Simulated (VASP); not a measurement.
# Ti (Im-3m) in VASP: notebook

The runs below take Ti through single point, with r2SCAN.

All numbers are computed with VASP 6.6.1; they aren't measurements. Logs are shortened: lines on timing, memory, paths and dates and some standing lists are left out, and cuts for length are marked.

### 1 The cell of the first run

The structure is cubic, space group Im-3m (No. 229). The conventional cell has a = 2.953 Å, b = 2.953 Å, c = 2.953 Å, α = 90.00°, β = 90.00°, γ = 90.00°. Ti (site symmetry m-3m) has 14 Ti at 2.56 to 2.95 Å within 3.4 Å.

### 2 Single point, r2SCAN

The input, POSCAR:

```
Ti
1.0
   -1.4762980343      1.4762980343      1.4762980343
    1.4762980343     -1.4762980343      1.4762980343
    1.4762980343      1.4762980343     -1.4762980343
Ti
1
Direct
    0.0000000000      0.0000000000      0.0000000000
```

The input, INCAR.step1:

```
PREC = Accurate ; ENCUT = 520
ISMEAR = 0 ; SIGMA = 0.1
LREAL = False ; LASPH = True
NELM = 100 ; NBANDS = 12
GGA = PE ; ALGO = Normal
EDIFF = 1E-4 ; LWAVE = True
LCHARG = False
```

The input, INCAR.step2:

```
PREC = Accurate ; ENCUT = 520
EDIFF = 1E-6 ; ISMEAR = 0
SIGMA = 0.1 ; LREAL = False
LASPH = True ; NELM = 100
ALGO = Normal ; ISIF = 2
LWAVE = False ; LCHARG = False
METAGGA = R2SCAN ; LMIXTAU = True
NBANDS = 12 ; ISTART = 1
```

The input, KPOINTS:

```
Automatic mesh
0
Gamma
  20 20 20
```

Potentials or basis: VASP PAW PBE potentials, release 64 (Ti_sv).

Started as:

```console
$ cat potpaw_PBE.64/Ti_sv/POTCAR > POTCAR
$ cp INCAR.step1 INCAR
$ mpirun -np 1 vasp_std > vasp.out
$ cp INCAR.step2 INCAR
$ mpirun -np 1 vasp_std > vasp.out
```

OUTCAR:

```text
PREC = Accurate
   ENCUT = 520
   EDIFF = 1E-6
   ISMEAR = 0
   LREAL = False
   LASPH = True
   NELM = 100
   ISIF = 2
   METAGGA = R2SCAN
   ISTART = 1

 ion  position               nearest neighbor table
   1  0.000  0.000  0.000-

  LATTYP: Found a body centered cubic cell.
 ALAT       =     2.9525960686

  Lattice vectors:

 A1 = (  -1.4762980343,   1.4762980343,   1.4762980343)
 A2 = (   1.4762980343,  -1.4762980343,   1.4762980343)
 A3 = (   1.4762980343,   1.4762980343,  -1.4762980343)

Analysis of symmetry for initial positions (statically):
=====================================================================
 Subroutine PRICEL returns:
 Original cell was already a primitive cell.

 Routine SETGRP: Setting up the symmetry group for a
 body centered cubic supercell.

 Subroutine GETGRP returns: Found 48 space group operations
 (whereof 48 operations were pure point group operations)
 out of a pool of 48 trial point group operations.

The static configuration has the point symmetry O_h .

Analysis of symmetry for dynamics (positions and initial velocities):
=====================================================================
 Subroutine PRICEL returns:
 Original cell was already a primitive cell.

 Routine SETGRP: Setting up the symmetry group for a
 body centered cubic supercell.

 Subroutine GETGRP returns: Found 48 space group operations
 (whereof 48 operations were pure point group operations)
 out of a pool of 48 trial point group operations.

The dynamic configuration has the point symmetry O_h .

 Subroutine INISYM returns: Found 48 space group operations
 (whereof 48 operations are pure point group operations),
 and found     1 'primitive' translations

----------------------------------------------------------------------------------------

                                     Primitive cell

  volume of cell :      12.8701

  direct lattice vectors                    reciprocal lattice vectors
    -1.476298034  1.476298034  1.476298034     0.000000000  0.338685000  0.338685000
     1.476298034 -1.476298034  1.476298034     0.338685000  0.000000000  0.338685000
     1.476298034  1.476298034 -1.476298034     0.338685000  0.338685000  0.000000000

  length of vectors
     2.557023203  2.557023203  2.557023203     0.478972921  0.478972921  0.478972921

  position of ions in fractional coordinates (direct lattice)
[... 77 lines left out ...]
   EDIFF  = 0.1E-05   stopping-criterion for ELM
   LREAL  =      F    real-space projection
   EDIFFG = 0.1E-04   stopping-criterion for IOM
   NSW    =      0    number of steps for IOM
   IBRION =     -1    ionic relax: 0-MD 1-quasi-New 2-CG
   NFREE  =      0    steps in history (QN), initial steepest desc. (CG)
   ISIF   =      2    stress and relaxation
   ISYM   =      2    0-nonsym 1-usesym 2-fastsym
   POTIM  = 0.5000    time-step for ionic-motion
   TEBEG  =    0.0;   TEEND  =   0.0 temperature during run
   PSTRESS=    0.0 pullay stress
   NELECT =      12.0000    total number of electrons
   NUPDOWN=      -1.0000    fix difference up-down
   EMIN   =  10.00;   EMAX   =-10.00  energy-range for DOS
   EFERMI =   0.00;   METHOD = LEGACY
   ISMEAR =     0;   SIGMA  =   0.10  broadening in eV -4-tet -1-fermi 0-gaus
   EFERMI_NEDOS =   21; number of points for ismear=-14 and -15
   IALGO  =     38    algorithm
   IMIX   =      4    mixing-type and parameters
     AMIX     =   0.40;   BMIX     =  1.00
     AMIX_MAG =   1.60;   BMIX_MAG =  1.00
  volume/ion in A,a.u.               =      12.87        86.85
  Fermi-wavevector in a.u.,A,eV,Ry     =   1.599342  3.022317 34.802250  2.557893
  Thomas-Fermi vector in A             =   2.696649
   LORBIT       =      0    0 simple, 1 ext, 2 COOP (PROOUT), +10 PAW based schemes
   METAGGA = R2SCAN    functional components
   LHFCALC =     F    Hartree Fock is set to
   AEXX    =    0.0000 exact exchange contribution
   IVDW    =     0    specifies the selected vdW correction
   LEPSILON=     F    determine dielectric tensor
   LRPA    =     F    only Hartree local field effects (RPA)
 non-spin polarized calculation
 Gauss-broadening in eV      SIGMA  =   0.10
  energy-cutoff  :      520.00
  volume of cell :       12.87
 maximum number of plane-waves:       370
   NGX =  9   NGY =  9   NGZ =  9

 number of electron      11.9999998 magnetization

 Free energy of the ion-electron system (eV)
  ---------------------------------------------------
  ext. energy  EPLUGINS =         0.00000000
  ---------------------------------------------------
  free energy    TOTEN  =       -12.24176752 eV

  energy without entropy =      -12.23533348  energy(sigma->0) =      -12.23855050

 E-fermi :  11.6729     XC(G=0): -14.0381

 val. band max:       11.6704995827   @ k =   0.3500   0.2500   0.0500
 cond. band min:      11.6794717125   @ k =   0.2000   0.1000   0.0500
 fundamental gap:      0.0089721297
 Fermi energy:        11.6728912404

 k-point     1 :       0.0000    0.0000    0.0000
  band No.  band energies     occupation
      1     -46.7351      2.00000
      2     -20.9495      2.00000
      3     -20.9495      2.00000
      4     -20.9495      2.00000
      5       4.9764      2.00000
      6      13.0479      0.00000
      7      13.0479      0.00000
      8      13.0479      0.00000
      9      15.5878      0.00000
     10      15.5878      0.00000
     11      32.0182      0.00000
     12      32.0183      0.00000
[... 331 lines left out ...]
 k-point    24 :       0.2500    0.1000    0.0000
  band No.  band energies     occupation
      1     -46.4340      2.00000
      2     -22.1367      2.00000
      3     -21.3114      2.00000
      4     -21.0237      2.00000
      5       8.2232      2.00000
      6      11.4873      1.99133
      7      11.9249      0.00037
      8      15.1067      0.00000
      9      16.0798      0.00000
     10      16.4048      0.00000
     11      28.6213      0.00000
     12      29.7758      0.00000

 [... further k-points ...]
[... 5 lines left out ...]
  --------------------------------------------------------------------------------------
  -------------------------------------------------------------------------------------
  Total        4.0899413      4.0899413      4.0899413      0.0000000      0.0000000      0.0000000
  in kB      509.1497639    509.1497639    509.1497639      0.0000000      0.0000000      0.0000000
  external PRESSURE =     509.1497639 kB  Pullay stress =       0.0000000 kB

 VOLUME and BASIS-vectors are now :
 -----------------------------------------------------------------------------
  energy-cutoff  :      520.00
  volume of cell :       12.87
      direct lattice vectors                 reciprocal lattice vectors
    -1.476298034  1.476298034  1.476298034     0.000000000  0.338685000  0.338685000
     1.476298034 -1.476298034  1.476298034     0.338685000  0.000000000  0.338685000
     1.476298034  1.476298034 -1.476298034     0.338685000  0.338685000  0.000000000

 POSITION                                       TOTAL-FORCE (eV/Angst)
 -----------------------------------------------------------------------------------
      0.00000      0.00000      0.00000         0.000000      0.000000     -0.000000
 -----------------------------------------------------------------------------------
    total drift:                                0.000000     -0.000000      0.000000

  FREE ENERGIE OF THE ION-ELECTRON SYSTEM (eV)
  ---------------------------------------------------
  free  energy   TOTEN  =       -12.2417675246 eV

  energy  without entropy=      -12.2353334814  energy(sigma->0) =      -12.23855050
```

It took 2.8 min on 1 thread of AMD EPYC 9R45 (Zen 5), shared host; peak memory 0.12 GiB.

Results:

```yaml
Free_energy: -12.2418 eV
Pressure: 50.9 GPa
Band_gap_on_the_k_mesh: zero (band 6 reaches 13.05 eV, above the bottom of band 7 at 10.82 eV)
```

Levels at points of the mesh, in eV from the Fermi level:
```
           k point  band 4  band 5  band 6  band 7  band 8  band 9
(0.00, 0.00, 0.00)  -32.62   -6.70    1.38    1.38    1.38    3.91
(0.50, 0.00, 0.00)  -32.65   -3.47   -0.80    2.41    4.05    4.54
(0.50, 0.50, 0.50)  -33.75   -3.64   -3.64    5.81    5.81    5.81
```

Caveat: the PAW data sets were made with another functional, which shifts forces and pressure a little.

(Part 1 of 2 ends here.)
